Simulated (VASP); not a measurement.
Cu16H (a cell with a defect), 17 atoms in the cell. The cell holds a defect, 17 atoms: a = 6.288 Å, b = 6.288 Å, c = 6.288 Å, α = 109.47°, β = 109.47°, γ = 109.47°. 

| Item | Value |
| --- | --- |
| Program | VASP 6.6.1 |
| Task | single point |
| Functional | PBE |
| Potentials or basis | VASP PAW PBE potentials, release 64 (Cu, H) |
| Cutoff | 520 eV |
| k mesh | 4 × 4 × 4 |
| Occupations | methfessel-paxton, width 0.1 eV |
| Spin | no spin polarisation |
| Dipole correction | no |
| Further INCAR settings | LREAL = Auto; ALGO = Normal; EDIFF = 1e-06; NBANDS = 102 |

Potentials or basis: VASP PAW PBE potentials, release 64 (Cu, H).

Run with:

```sh
$ cat potpaw_PBE.64/Cu/POTCAR potpaw_PBE.64/H/POTCAR > POTCAR
$ mpirun -np 1 vasp_std > vasp.out
```

Hardware: 1 thread of Intel(R) Xeon(R) 6975P-C (Granite Rapids) (shared host).

Estimate the wall time of this run.

Run time: 23 min on 1 thread of Intel(R) Xeon(R) 6975P-C (Granite Rapids) (shared host), peak memory 0.59 GiB. Counts: scf iterations 19, k points 36.
